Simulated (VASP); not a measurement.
# Al2Cu (P4/mmm) in VASP: notebook

Al2Cu is run at these levels: LDA; tasks: single point.

Program: VASP 6.6.1. These are calculated values, not measurements. Logs are shortened: lines on timing, memory, paths and dates and some standing lists are left out, and cuts for length are marked.

## Step 1: The cell of the first run

Symmetry: P4/mmm, No. 123, tetragonal system. Conventional cell: a = 4.186 Å, b = 4.186 Å, c = 2.948 Å, α = 90.00°, β = 90.00°, γ = 90.00°. Within 3.4 Å of Cu (site symmetry 4/mmm) lie 8 Al at 2.56 Å and 2 Cu at 2.95 Å. Al (site symmetry mmm) has 4 Cu at 2.56 Å and 6 Al at 2.95 to 2.96 Å within 3.4 Å.

## Step 2: Single point, LDA (volume scaled by 1.06)

INCAR reads:

```
SYSTEM = Al2Cu
  PREC = Accurate
  ENCUT = 520
  EDIFF = 1E-6
  ISMEAR = -1
  SIGMA = 0.05
  LREAL = .False.
  LASPH = .True.
  NELM = 100
  ALGO = Normal
  ISIF = 2
  LWAVE = .False.
  LCHARG = .False.
  GGA = CA
  NBANDS = 16
```

KPOINTS reads:

```
regular mesh
0
Gamma
  7 7 9
  0 0 0
```

POSCAR reads:

```
Al2Cu
1.0
    4.1856962056      0.0000000000      0.0000000000
    0.0000000000      4.1856962056      0.0000000000
    0.0000000000      0.0000000000      2.9480198084
Cu Al
1 2
Direct
    0.0000000000      0.0000000000      0.0000000000
    0.0000000000      0.5000000000      0.5000000000
    0.5000000000      0.0000000000      0.5000000000
```

Potentials or basis: VASP PAW LDA potentials, release 64 (Cu, Al).

Command:

```console
$ cat potpaw_LDA.64/Cu/POTCAR potpaw_LDA.64/Al/POTCAR > POTCAR
$ mpirun -np 1 vasp_std > vasp.out
```

OUTCAR:

```text
SYSTEM = Al2Cu
   PREC = Accurate
   ENCUT = 520
   EDIFF = 1E-6
   ISMEAR = -1
   LREAL = .False.
   LASPH = .True.
   NELM = 100
   ISIF = 2
   GGA = CA

 ion  position               nearest neighbor table
   1  0.000  0.000  0.000-   2 2.56   3 2.56   2 2.56   3 2.56   2 2.56   2 2.56   3 2.56   3 2.56

   2  0.000  0.500  0.500-   1 2.56   1 2.56   1 2.56   1 2.56   3 2.96   3 2.96   3 2.96   3 2.96

   3  0.500  0.000  0.500-   1 2.56   1 2.56   1 2.56   1 2.56   2 2.96   2 2.96   2 2.96   2 2.96

  LATTYP: Found a simple tetragonal cell.
 ALAT       =     4.1856962056
 C/A-ratio  =     0.7043081159

  Lattice vectors:

 A1 = (   4.1856962056,   0.0000000000,   0.0000000000)
 A2 = (   0.0000000000,   4.1856962056,   0.0000000000)
 A3 = (   0.0000000000,   0.0000000000,   2.9480198084)

Analysis of symmetry for initial positions (statically):
=====================================================================
 Subroutine PRICEL returns:
 Original cell was already a primitive cell.

 Routine SETGRP: Setting up the symmetry group for a
 simple tetragonal supercell.

 Subroutine GETGRP returns: Found 16 space group operations
 (whereof 16 operations were pure point group operations)
 out of a pool of 16 trial point group operations.

The static configuration has the point symmetry D_4h.

Analysis of symmetry for dynamics (positions and initial velocities):
=====================================================================
 Subroutine PRICEL returns:
 Original cell was already a primitive cell.

 Routine SETGRP: Setting up the symmetry group for a
 simple tetragonal supercell.

 Subroutine GETGRP returns: Found 16 space group operations
 (whereof 16 operations were pure point group operations)
 out of a pool of 16 trial point group operations.

The dynamic configuration has the point symmetry D_4h.

 Subroutine INISYM returns: Found 16 space group operations
 (whereof 16 operations are pure point group operations),
 and found     1 'primitive' translations

----------------------------------------------------------------------------------------

                                     Primitive cell

  volume of cell :      51.6495

  direct lattice vectors                    reciprocal lattice vectors
[... 81 lines left out ...]
   ISTART =      0    job   : 0-new  1-cont  2-samecut
   ICHARG =      2    charge: 1-file 2-atom 10-const
   ISPIN  =      1    spin polarized calculation?
   LNONCOLLINEAR =      F non collinear calculations
   LSORBIT =      F    spin-orbit coupling
   LASPH  =      T    aspherical Exc in radial PAW
   ENCUT  =  520.0 eV  38.22 Ry    6.18 a.u.   7.78  7.78  5.48*2*pi/ulx,y,z
   NELM   =    100;   NELMIN=  2; NELMDL= -5     # of ELM steps
   EDIFF  = 0.1E-05   stopping-criterion for ELM
   LREAL  =      F    real-space projection
   EDIFFG = 0.1E-04   stopping-criterion for IOM
   NSW    =      0    number of steps for IOM
   IBRION =     -1    ionic relax: 0-MD 1-quasi-New 2-CG
   NFREE  =      0    steps in history (QN), initial steepest desc. (CG)
   ISIF   =      2    stress and relaxation
   ISYM   =      2    0-nonsym 1-usesym 2-fastsym
   POTIM  = 0.5000    time-step for ionic-motion
   TEBEG  =    0.0;   TEEND  =   0.0 temperature during run
   PSTRESS=    0.0 pullay stress
   NELECT =      17.0000    total number of electrons
   NUPDOWN=      -1.0000    fix difference up-down
   EMIN   =  10.00;   EMAX   =-10.00  energy-range for DOS
   EFERMI =   0.00;   METHOD = LEGACY
   ISMEAR =    -1;   SIGMA  =   0.05  broadening in eV -4-tet -1-fermi 0-gaus
   EFERMI_NEDOS =   21; number of points for ismear=-14 and -15
   IALGO  =     38    algorithm
   IMIX   =      4    mixing-type and parameters
     AMIX     =   0.40;   BMIX     =  1.00
     AMIX_MAG =   1.60;   BMIX_MAG =  1.00
  volume/ion in A,a.u.               =      17.22       116.18
  Fermi-wavevector in a.u.,A,eV,Ry     =   1.130323  2.136001 17.383210  1.277630
  Thomas-Fermi vector in A             =   2.267019
   LORBIT       =      0    0 simple, 1 ext, 2 COOP (PROOUT), +10 PAW based schemes
   GGA     = CA    functional components
   LHFCALC =     F    Hartree Fock is set to
   AEXX    =    0.0000 exact exchange contribution
   IVDW    =     0    specifies the selected vdW correction
   LEPSILON=     F    determine dielectric tensor
   LRPA    =     F    only Hartree local field effects (RPA)
 non-spin polarized calculation
  energy-cutoff  :      520.00
  volume of cell :       51.65
 maximum number of plane-waves:      1419
 NGX is ok and might be reduce to    32
   NGX = 15   NGY = 15   NGZ = 11

 number of electron      17.0000017 magnetization

 Free energy of the ion-electron system (eV)
  ---------------------------------------------------
  ext. energy  EPLUGINS =         0.00000000
  ---------------------------------------------------
  free energy    TOTEN  =       -13.05886510 eV

  energy without entropy =      -13.04576203  energy(sigma->0) =      -13.05231356

 E-fermi :   6.3501     XC(G=0): -10.3438

 val. band max:        6.3246244946   @ k =   0.4286   0.1429   0.0000
 cond. band min:       6.3645149605   @ k =   0.4286   0.2857   0.4444
 fundamental gap:      0.0398904659
 Fermi energy:         6.3501431888

 k-point     1 :       0.0000    0.0000    0.0000
  band No.  band energies     occupation
      1      -3.7561      2.00000
      2       1.1573      2.00000
      3       1.7250      2.00000
      4       2.3053      2.00000
      5       2.4650      2.00000
      6       2.4650      2.00000
[... 433 lines left out ...]
      3       1.8650      2.00000
      4       2.0383      2.00000
      5       2.2391      2.00000
      6       2.2542      2.00000
[... 8 lines left out ...]
     15      16.0292      0.00000
     16      16.5952      0.00000

 [... further k-points ...]
[... 5 lines left out ...]
  --------------------------------------------------------------------------------------
  -------------------------------------------------------------------------------------
  Total       -2.7467897     -2.7467897     -3.0676947      0.0000000      0.0000000      0.0000000
  in kB      -85.2060008    -85.2060008    -95.1605445      0.0000000      0.0000000      0.0000000
  external PRESSURE =     -88.5241820 kB  Pullay stress =       0.0000000 kB

 VOLUME and BASIS-vectors are now :
 -----------------------------------------------------------------------------
  energy-cutoff  :      520.00
  volume of cell :       51.65
      direct lattice vectors                 reciprocal lattice vectors
     4.185696206  0.000000000  0.000000000     0.238908882  0.000000000  0.000000000
     0.000000000  4.185696206  0.000000000     0.000000000  0.238908882  0.000000000
     0.000000000  0.000000000  2.948019808     0.000000000  0.000000000  0.339210747

 POSITION                                       TOTAL-FORCE (eV/Angst)
 -----------------------------------------------------------------------------------
      0.00000      0.00000      0.00000         0.000000      0.000000      0.000000
      0.00000      2.09285      1.47401         0.000000      0.000000      0.000000
      2.09285      0.00000      1.47401         0.000000      0.000000      0.000000
 -----------------------------------------------------------------------------------
    total drift:                                0.000000     -0.000000      0.000000

  FREE ENERGIE OF THE ION-ELECTRON SYSTEM (eV)
  ---------------------------------------------------
  free  energy   TOTEN  =       -13.0588650959 eV

  energy  without entropy=      -13.0457620292  energy(sigma->0) =      -13.05231356
```

OSZICAR:

```text
N       E                     dE             d eps       ncg     rms          rms(c)
DAV:   1     0.599823318624E+02    0.59982E+02   -0.68099E+03  1608   0.110E+03
DAV:   2    -0.123670894986E+02   -0.72349E+02   -0.63893E+02  1696   0.200E+02
DAV:   3    -0.149672485130E+02   -0.26002E+01   -0.25222E+01  2160   0.423E+01
DAV:   4    -0.150228731949E+02   -0.55625E-01   -0.55596E-01  1880   0.532E+00
DAV:   5    -0.150255738307E+02   -0.27006E-02   -0.27006E-02  2536   0.137E+00    0.130E+01
DAV:   6    -0.166349518357E+02   -0.16094E+01   -0.32291E+01  1808   0.195E+02    0.108E+01
DAV:   7    -0.131870749506E+02    0.34479E+01   -0.89611E+00  1976   0.797E+01    0.199E+00
DAV:   8    -0.131502709255E+02    0.36804E-01   -0.13613E+00  2344   0.342E+01    0.249E+00
DAV:   9    -0.130578558165E+02    0.92415E-01   -0.31561E-01  1992   0.183E+01    0.162E-01
DAV:  10    -0.130604884133E+02   -0.26326E-02   -0.18240E-02  2584   0.327E+00    0.281E-01
DAV:  11    -0.130589928624E+02    0.14956E-02   -0.70066E-03  2144   0.291E+00    0.814E-02
DAV:  12    -0.130588903604E+02    0.10250E-03   -0.44431E-04  2512   0.472E-01    0.351E-02
DAV:  13    -0.130588659190E+02    0.24441E-04   -0.42985E-05  2360   0.209E-01    0.885E-03
DAV:  14    -0.130588650959E+02    0.82313E-06   -0.97955E-06  2392   0.752E-02
   1 F= -.13058865E+02 E0= -.13052314E+02  d E =-.131031E-01
```

Run time: 27 s. Hardware: 1 thread of Intel Xeon 6975P-C (Granite Rapids), shared host; peak memory 0.17 GiB.

What came out:

- Free energy: -13.0589 eV
- Pressure: -8.9 GPa

Stress tensor (GPa, compression positive):
```
-8.52  0.00  0.00
 0.00 -8.52  0.00
 0.00  0.00 -9.52
```

Caveat: the cell differs from its parent crystal (volume scaled by 1.06).

## Step 3: Single point, LDA

This run uses another cell than the first one, of 15.38 Å³/atom, 0.893 times its volume.

INCAR reads:

```
  PREC = Accurate
  ENCUT = 520
  EDIFF = 1E-6
  ISMEAR = -1
  SIGMA = 0.05
  LREAL = F
  LASPH = T
  NELM = 80
  ALGO = Normal
  ISIF = 2
  LWAVE = F
  LCHARG = F
  NBANDS = 16
```

KPOINTS reads:

```
Automatic mesh
0
Gamma
  7 7 9
```

POSCAR reads:

```
Al2Cu
1.0
    4.0435899399      0.0000000000      0.0000000000
    0.0000000000      4.0435899399      0.0000000000
    0.0000000000      0.0000000000      2.8212399776
Cu Al
1 2
Direct
    0.0000000000      0.0000000000      0.0000000000
    0.0000000000      0.5000000000      0.5000000000
    0.5000000000      0.0000000000      0.5000000000
```

Potentials or basis: VASP PAW LDA potentials, release 64 (Cu, Al).

Command:

```console
$ cat potpaw_LDA.64/Cu/POTCAR potpaw_LDA.64/Al/POTCAR > POTCAR
$ mpirun -np 1 vasp_std > vasp.out
```

Run time: 25 s. Hardware: 1 thread of Intel Xeon Platinum 8375C at 2.90GHz (Ice Lake), shared host; peak memory 0.15 GiB.

It converged, with:

```yaml
Free_energy: -13.2243 eV
Pressure: 0.2 GPa
```

Levels at points of the mesh, in eV from the Fermi level:
```csv
k point,band 5,band 6,band 7,band 8,band 9,band 10,band 11,band 12
"(0.00, 0.00, 0.00)",-4.31,-4.31,-2.52,-2.52,-0.05,0.83,6.26,6.26
```
